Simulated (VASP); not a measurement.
Runs of VASP 6.6.1 on GdRe. The structure is that of space group Pm-3m (No. 221), or close to it. The cells are those of the table. 

```csv
level,cell,k mesh,gap on the mesh (eV),pressure (GPa),moment (μB)
r2SCAN,"a = 3.460 Å, 2 atoms",10 × 10 × 10,none,0.2,6.03
PBE,"a = 3.539 Å, 2 atoms",10 × 10 × 10,none,(a),6.03
PBE,"a = 3.572 Å, 2 atoms",10 × 10 × 10,none,-8.5,5.96
PBE,"a = 3.460 Å, 2 atoms","15 × 15 × 15, shifted",none,(b),6.33
PBE,"a = 3.460 Å, 2 atoms",12 × 12 × 12,none,0.2,6.05
```

Alike in all rows: task single point; potentials or basis VASP PAW PBE potentials, release 64 (Gd, Re); spin collinear, ferromagnetic start; cutoff (eV) 520; smearing gaussian 0.05 eV.

Task: Estimate the missing entries.

Result: (a) -6.4; (b) -0.1.

Caveats: spin-orbit coupling is left out, which moves the levels of the heavy elements; semilocal functionals describe open f shells poorly, which spoils levels, moments and volumes; the cell stands under tension (at least some runs); the PAW data sets were made with another functional, which shifts forces and pressure a little (at least some runs).

A k mesh can miss the band edges, and the runs leave out spin-orbit coupling on Gd, Re.

A gap of «none» marks levels without a gap at the run's occupations.
